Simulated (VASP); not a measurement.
# MgB2 (P6/mmm) in VASP: vibrations by perturbation theory with LDA

Aim: the vibrations by perturbation theory of MgB2 with LDA.

All numbers are computed with VASP 6.6.1; they aren't measurements. Logs are shortened: lines on timing, memory, paths and dates and some standing lists are left out, and cuts for length are marked.

**1. The cell of the first run**

Symmetry: P6/mmm, No. 191, hexagonal system. The conventional cell has a = 3.036 Å, b = 3.036 Å, c = 3.455 Å, α = 90.00°, β = 90.00°, γ = 120.00°. Within 3.2 Å of Mg (site symmetry 6/mmm) lie 12 B at 2.46 Å and 6 Mg at 3.04 Å. B (site symmetry -6m2) has 3 B at 1.75 Å within 2.3 Å.

**2. Vibrations by perturbation theory, LDA**

INCAR reads:

```
  PREC = Accurate
  ENCUT = 520
  EDIFF = 1E-8
  ISMEAR = -1
  SIGMA = 0.15
  LREAL = False
  LASPH = True
  NELM = 60
  ALGO = Normal
  ISIF = 2
  LWAVE = False
  LCHARG = False
  IBRION = 8
  NSW = 1
```

KPOINTS reads:

```
regular mesh
0
Gamma
  15 15 12
```

POSCAR reads:

```
MgB2
1.0
    3.0364540308      0.0000000000      0.0000000000
   -1.5182270154      2.6296463281      0.0000000000
    0.0000000000      0.0000000000      3.4549288605
Mg B
1 2
Direct
    0.0000000000      0.0000000000      0.0000000000
    0.3333333333      0.6666666667      0.5000000000
    0.6666666667      0.3333333333      0.5000000000
```

Potentials or basis: VASP PAW LDA potentials, release 64 (Mg, B).

Launch:

```sh
$ cat potpaw_LDA.64/Mg/POTCAR potpaw_LDA.64/B/POTCAR > POTCAR
$ mpirun -np 1 vasp_std > vasp.out
```

OUTCAR:

```text
PREC = Accurate
   ENCUT = 520
   EDIFF = 1E-8
   ISMEAR = -1
   LREAL = False
   LASPH = True
   NELM = 60
   ISIF = 2
   IBRION = 8
   NSW = 1

 ion  position               nearest neighbor table
   1  0.000  0.000  0.000-   2 2.46   3 2.46   2 2.46   3 2.46   3 2.46   3 2.46   2 2.46   2 2.46
                             3 2.46   3 2.46   2 2.46   2 2.46
   2  0.333  0.667  0.500-   3 1.75   3 1.75   3 1.75   1 2.46   1 2.46   1 2.46   1 2.46   1 2.46
                             1 2.46
   3  0.667  0.333  0.500-   2 1.75   2 1.75   2 1.75   1 2.46   1 2.46   1 2.46   1 2.46   1 2.46
                             1 2.46

  LATTYP: Found a hexagonal cell.
 ALAT       =     3.0364540308
 C/A-ratio  =     1.1378169488

  Lattice vectors:

 A1 = (   3.0364540308,   0.0000000000,   0.0000000000)
 A2 = (  -1.5182270154,   2.6296463281,   0.0000000000)
 A3 = (   0.0000000000,   0.0000000000,   3.4549288605)

Analysis of symmetry for initial positions (statically):
=====================================================================
 Subroutine PRICEL returns:
 Original cell was already a primitive cell.

 Routine SETGRP: Setting up the symmetry group for a
 hexagonal supercell.

 Subroutine GETGRP returns: Found 24 space group operations
 (whereof 24 operations were pure point group operations)
 out of a pool of 24 trial point group operations.

The static configuration has the point symmetry D_6h.

Analysis of symmetry for dynamics (positions and initial velocities):
=====================================================================
 Subroutine PRICEL returns:
 Original cell was already a primitive cell.

 Routine SETGRP: Setting up the symmetry group for a
 hexagonal supercell.

 Subroutine GETGRP returns: Found 24 space group operations
 (whereof 24 operations were pure point group operations)
 out of a pool of 24 trial point group operations.

The dynamic configuration has the point symmetry D_6h.

 Subroutine INISYM returns: Found 24 space group operations
 (whereof 24 operations are pure point group operations),
 and found     1 'primitive' translations

----------------------------------------------------------------------------------------

                                     Primitive cell

  volume of cell :      27.5869

  direct lattice vectors                    reciprocal lattice vectors
     3.036454031  0.000000000  0.000000000     0.329331513  0.190139638  0.000000000
    -1.518227015  2.629646328  0.000000000     0.000000000  0.380279275  0.000000000
     0.000000000  0.000000000  3.454928860     0.000000000  0.000000000  0.289441560

  length of vectors
     3.036454031  3.036454031  3.454928860     0.380279275  0.380279275  0.289441560

  position of ions in fractional coordinates (direct lattice)
     0.000000000  0.000000000  0.000000000
     0.333333333  0.666666667  0.500000000
     0.666666667  0.333333333  0.500000000

  ion indices of the primitive-cell ions
   primitive index   ion index
                 1           1
                 2           2
                 3           3

----------------------------------------------------------------------------------------

 KPOINTS: regular mesh

Automatic generation of k-mesh.
 Grid dimensions read from file:
 generate k-points for:   15   15   12

 Generating k-lattice:

[... 104 lines left out ...]
  ---------------------------------------------------
  ext. energy  EPLUGINS =         0.00000000
  ---------------------------------------------------
  free energy    TOTEN  =       -17.31269458 eV

  energy without entropy =      -17.26338842  energy(sigma->0) =      -17.28804150

 E-fermi :   5.5734     XC(G=0): -11.3004

 val. band max:        5.5727153774   @ k =   0.2667   0.2667   0.0833
 cond. band min:       5.5753815483   @ k =   0.3333   0.2000   0.0833
 fundamental gap:      0.0026661708
 Fermi energy:         5.5733887044

 k-point     1 :       0.0000    0.0000    0.0000
  band No.  band energies     occupation
      1      -7.0093      2.00000
      2       2.5931      2.00000
      3       5.9521      0.14827
      4       5.9521      0.14827
      5       7.4233      0.00001
      6      12.0368      0.00000
      7      12.0368      0.00000
      8      14.3054      0.00000
[... 243 lines left out ...]
 k-point    24 :       0.4000    0.2000    0.0000
  band No.  band energies     occupation
      1      -2.5148      2.00000
      2      -1.9312      2.00000
      3       1.0657      2.00000
      4       6.3978      0.00817
      5       8.4115      0.00000
      6      11.4864      0.00000
      7      11.6702      0.00000
      8      14.0517      0.00000

 [... further k-points ...]

------------------------ aborting loop because EDIFF is reached ----------------------------------------

  FORCE on cell =-STRESS in cart. coord.  units (eV):
  Direction    XX          YY          ZZ          XY          YZ          ZX
  --------------------------------------------------------------------------------------
  -------------------------------------------------------------------------------------
  Total       -0.0959835     -0.0959835     -0.1144002     -0.0000000      0.0000000      0.0000000
  in kB       -5.5744733     -5.5744733     -6.6440684     -0.0000000      0.0000000      0.0000000
  external PRESSURE =      -5.9310050 kB  Pullay stress =       0.0000000 kB

 VOLUME and BASIS-vectors are now :
 -----------------------------------------------------------------------------
  energy-cutoff  :      520.00
  volume of cell :       27.59
      direct lattice vectors                 reciprocal lattice vectors
     3.036454031  0.000000000  0.000000000     0.329331513  0.190139638  0.000000000
    -1.518227015  2.629646328  0.000000000     0.000000000  0.380279275  0.000000000
     0.000000000  0.000000000  3.454928860     0.000000000  0.000000000  0.289441560

 POSITION                                       TOTAL-FORCE (eV/Angst)
 -----------------------------------------------------------------------------------
      0.00000      0.00000      0.00000        -0.000000      0.000000      0.000000
     -0.00000      1.75310      1.72746        -0.000000      0.000000     -0.000000
      1.51823      0.87655      1.72746         0.000000      0.000000      0.000000
 -----------------------------------------------------------------------------------
    total drift:                                0.000000     -0.000000      0.000000

  FREE ENERGIE OF THE ION-ELECTRON SYSTEM (eV)
  ---------------------------------------------------
  free  energy   TOTEN  =       -17.3126945796 eV

  energy  without entropy=      -17.2633884204  energy(sigma->0) =      -17.28804150

[... ionic steps 2 to 3 ...]

--------------------------------------- Ionic step        4  -------------------------------------------

------------------------ aborting loop because EDIFF is reached ----------------------------------------
[... 11 lines left out ...]
[... ionic steps 8 to 8 ...]

--------------------------------------- Ionic step        9  -------------------------------------------

 Free energy of the ion-electron system (eV)
  ---------------------------------------------------
  ---------------------------------------------------
  free energy    TOTEN  =        -0.04264600 eV

  energy without entropy =       -0.04264600

------------------------ aborting loop because EDIFF is reached ----------------------------------------

 INTERNAL STRAIN TENSOR  FOR ION    2  DIRECTION 3   (eV/Angst):
 -----------------------------------------------------------------------------
     0.00392  0.00000  0.00000
     0.00000  0.00392  0.00000
     0.00000  0.00000 -0.01088

 INTERNAL STRAIN TENSOR FOR ION    3 for displacements in x,y,z  (eV/Angst):
          X           Y           Z          XY          YZ          ZX
  --------------------------------------------------------------------------------
  x     0.00000    -0.00000     0.00000     3.80123     0.00000     0.00000
  y     3.80123    -3.80123     0.00000    -0.00000     0.00000     0.00000
  z     0.00000     0.00000     0.00000     0.00000     0.00000     0.00000

 SECOND DERIVATIVES (NOT SYMMETRIZED)
 ------------------------------------
               1X          1Y          1Z          2X          2Y          2Z          3X          3Y          3Z
  1X    -5.122371    0.000000    0.000000    2.561186    0.000000    0.000000    2.561186    0.000000    0.000000
  1Y     0.000000   -5.122371    0.000000    0.000000    2.561186    0.000000    0.000000    2.561186    0.000000
  1Z     0.000000   -0.000000   -7.318856    0.000000    0.000000    3.659428    0.000000    0.000000    3.659428
  2X     2.570045   -0.000000    0.000000   -8.999786    0.000000    0.000000    6.429742    0.000000    0.000000
  2Y    -0.000000    2.570045    0.000000   -0.000000   -8.999786    0.000000    0.000000    6.429742    0.000000
  2Z    -0.000000    0.000000    3.659603    0.000000    0.000000  -11.788116    0.000000    0.000000    8.128513
  3X     2.570045   -0.000000    0.000000    6.429742    0.000000    0.000000   -8.999786    0.000000    0.000000
  3Y    -0.000000    2.570045    0.000000    0.000000    6.429742    0.000000   -0.000000   -8.999786    0.000000
  3Z    -0.000000    0.000000    3.659603    0.000000    0.000000    8.128513    0.000000    0.000000  -11.788116

 Eigenvectors and eigenvalues of the dynamical matrix
 ----------------------------------------------------

   1 f  =   21.219039 THz   133.323151 2PiTHz  707.790940 cm-1    87.754853 meV
             X         Y         Z           dx          dy          dz
      0.000000  0.000000  0.000000     0.000000   -0.000000   -0.000000
     -0.000000  1.753098  1.727464     0.000000   -0.000000   -0.707107
      1.518227  0.876549  1.727464    -0.000000    0.000000    0.707107
[... 43 lines left out ...]
   9 f/i=    0.009021 THz     0.056681 2PiTHz    0.300911 cm-1     0.037308 meV
             X         Y         Z           dx          dy          dz
      0.000000  0.000000  0.000000     0.050454   -0.726308   -0.000000
     -0.000000  1.753098  1.727464     0.033592   -0.483567   -0.000000
      1.518227  0.876549  1.727464     0.033592   -0.483567   -0.000000

--------------------------------------------------------------------------------------------------------

 ELASTIC MODULI CONTR FROM IONIC RELAXATION (kBar)
 Direction    XX          YY          ZZ          XY          YZ          ZX
 --------------------------------------------------------------------------------
 XX        -108.7759    108.7759      0.0000     -0.0000      0.0000      0.0000
 YY         108.7759   -108.7759      0.0000      0.0000      0.0000      0.0000
 ZZ           0.0000      0.0000      0.0000      0.0000      0.0000      0.0000
 XY          -0.0000      0.0000      0.0000   -108.7759      0.0000      0.0000
 YZ           0.0000      0.0000      0.0000      0.0000      0.0000      0.0000
 ZX           0.0000      0.0000      0.0000      0.0000      0.0000      0.0000
 --------------------------------------------------------------------------------
```

Wall time 11 min (1 thread of Intel Xeon 8259CL, shared host); peak memory 0.58 GiB.

What came out:

```
Highest phonon frequency at Γ : 708 cm⁻¹
```

Phonon frequencies in cm⁻¹ (negative: imaginary):
| q point | frequencies |
| --- | --- |
| (0.000, 0.000, 0.000) | 0 0 0 349 349 417 623 623 708 |
